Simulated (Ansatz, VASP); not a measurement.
# Mg5ZnS6 in VASP and in Ansatz

The input INCAR:

```
SYSTEM = Mg5ZnS6
  PREC = Accurate
  ENCUT = 600
  EDIFF = 1E-6
  ISMEAR = 0
  SIGMA = 0.1
  LREAL = .FALSE.
  LASPH = .TRUE.
  NELM = 60
  ALGO = Normal
  ISIF = 3
  LWAVE = .FALSE.
  LCHARG = .FALSE.
  GGA = PE
  IBRION = 2
  NSW = 90
  EDIFFG = -0.04
```

KPOINTS

```
Automatic mesh
0
G
  3 3 4
  0 0 0
```

POSCAR

```
Mg5ZnS6
1.0
    6.6571032800      0.0000000000      0.0000000000
   -3.3285516400      5.7652205500      0.0000000000
    0.0000000000      0.0000000000      6.2871334500
Mg Zn S
5 1 6
Direct
    0.0000000000      0.6666666700      0.0000000000
    0.6666666700      0.0000000000      0.0000000000
    0.3333333300      0.3333333300      0.0000000000
    0.3333333300      0.6666666700      0.5000000000
    0.6666666700      0.3333333300      0.5000000000
    0.0000000000      0.0000000000      0.5000000000
    0.0000000000      0.6666666700      0.3849999900
    0.6666666700      0.0000000000      0.3849999900
    0.3333333300      0.3333333300      0.3849999900
    0.3333333300      0.6666666700      0.8849999900
    0.0000000000      0.0000000000      0.8849999900
    0.6666666700      0.3333333300      0.8849999900
```

Input for Ansatz:

```yaml
crystal:
  lattice:
    - [6.65710328, 0.0, 0.0]
    - [-3.32855164, 5.76522055, 0.0]
    - [0.0, 0.0, 6.28713345]
  atoms:
    - { symbol: Mg, position: [0.0, 0.66666667, 0.0] }
    - { symbol: Mg, position: [0.66666667, 0.0, 0.0] }
    - { symbol: Mg, position: [0.33333333, 0.33333333, 0.0] }
    - { symbol: Mg, position: [0.33333333, 0.66666667, 0.5] }
    - { symbol: Mg, position: [0.66666667, 0.33333333, 0.5] }
    - { symbol: Zn, position: [0.0, 0.0, 0.5] }
    - { symbol: S, position: [0.0, 0.66666667, 0.38499999] }
    - { symbol: S, position: [0.66666667, 0.0, 0.38499999] }
    - { symbol: S, position: [0.33333333, 0.33333333, 0.38499999] }
    - { symbol: S, position: [0.33333333, 0.66666667, 0.88499999] }
    - { symbol: S, position: [0.0, 0.0, 0.88499999] }
    - { symbol: S, position: [0.66666667, 0.33333333, 0.88499999] }
basis:
  ecutwfc: 420
kpoints:
  mp_grid: { grid: [3, 3, 4] }
hamiltonian:
  xc: pbe
scf:
  occupations: { method: gaussian, width: 0.1 }
  lower_state_search: "off"
output:
  forces: true
  stress: true
  eigenvalues: true
relax:
  adjacent_minimum: "off"
  f_tol: 0.04
  max_steps: 70
  cell: { stress_tol: 0.4 }
```

Alike in both runs: task relaxation of cell and atoms; functional PBE; k mesh 3 × 3 × 4; occupations gaussian, width 0.1 eV; no spin polarisation.

|  | VASP | Ansatz |
| --- | --- | --- |
| version | VASP 6.6.1 | Ansatz 0.2.0 |
| potentials or method | VASP PAW PBE potentials, release 64 (Mg, Zn, S), cutoff 600 eV | scalar-relativistic, plane waves, PAW |
| valence electrons in the cell | 58 | 98 |

VASP gave:

| Item | Value |
| --- | --- |
| gap on the k mesh at the Fermi level, each at its own relaxed structure (eV) | 3.14 |
| relaxed volume (Å³/atom) | 22.53 |
| relaxed cell length with the largest relative difference (Å) | 6.453 |

Task: What did Ansatz give for the same quantities?

Result: gap on the k mesh at the Fermi level, each at its own relaxed structure (eV): 3.14; relaxed volume (Å³/atom): 22.62; relaxed cell length with the largest relative difference (Å): 6.475.

VASP's potentials hold 58 valence electrons a cell and Ansatz's 98, so a difference there can come from the potentials and not from the codes.
